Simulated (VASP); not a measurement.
# Ni: single point with PBE

Ni:

```
CELL_PARAMETERS angstrom
0.00000 1.73757 1.73757
1.73757 0.00000 1.73757
1.73757 1.73757 0.00000
ATOMIC_POSITIONS crystal
Ni 0.00000 0.00000 0.00000
```

* Program: VASP 6.6.1
* Task: single point
* Functional: PBE
* Potentials or basis: VASP PAW PBE potentials, release 64 (Ni_sv_GW)
* Cutoff: 690 eV
* k mesh: 11 × 11 × 11
* Occupations: fermi-dirac, width 0.05 eV
* Spin: collinear spin, ferromagnetic start
* Starting moments: [0.8] μB
* Fixed moment: 0.8 μB

```json
{
 "Pressure": "8.7 GPa",
 "Net moment": "0.80 μB per cell",
 "Site moments": "Ni +0.83 μB",
 "Valence electrons inside the program's atomic spheres": "Ni 16.38"
}
```

Wall time 27 s on 1 thread of AMD EPYC 9R45 96-Core Processor (Zen 5), on a shared host, peak memory 0.15 GiB.

Caveat: the cell stands under pressure; the total moment is fixed, so each spin has its own Fermi level and the state may be an excited one.
